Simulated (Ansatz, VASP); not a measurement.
## Te in VASP and in Ansatz

```
Te
1.0
     4.23410   -2.37120    0.00000
     4.23410    2.37120    0.00000
    -0.13045    0.00000    3.99692
Te
3
Cartesian
  5.6364 0.0000 2.6979
  2.7013 0.0000 1.2990
  0.0000 0.0000 0.0000
```

Change from the starting cell: zz strain of +1 %, crystal datasets.

Alike in both runs: task electric field gradients; functional LDA; k mesh 8 × 8 × 8; occupations fermi-dirac, width 0.05 eV; no spin polarisation.

|  | VASP | Ansatz |
| --- | --- | --- |
| version | VASP 6.6.1 | Ansatz 0.2.0 |
| potentials or method | VASP PAW LDA potentials, release 64 (Te), cutoff 520 eV | all-electron PAW with datasets made for the crystal, scalar-relativistic |

```csv
,VASP,Ansatz,Ansatz less VASP
pressure (GPa),4.3,4.2,-0.10
"traceless stress, the component that is largest in VASP (GPa)",1.02,1.11,+0.089
rms of the force components (eV/Å),0.209,0.204,-0.0050
size of Vzz on the site where it differs most (V/Å²),308.3,320.3,+12.00
```

LDA's correlation is that of Perdew and Zunger in VASP and of Perdew and Wang (1992) in Ansatz. Atom by atom the forces differ by 0.006 eV/Å (rms over components). Ansatz ran all-electron here, and VASP with PAW potentials.

Spin-orbit coupling is off throughout.
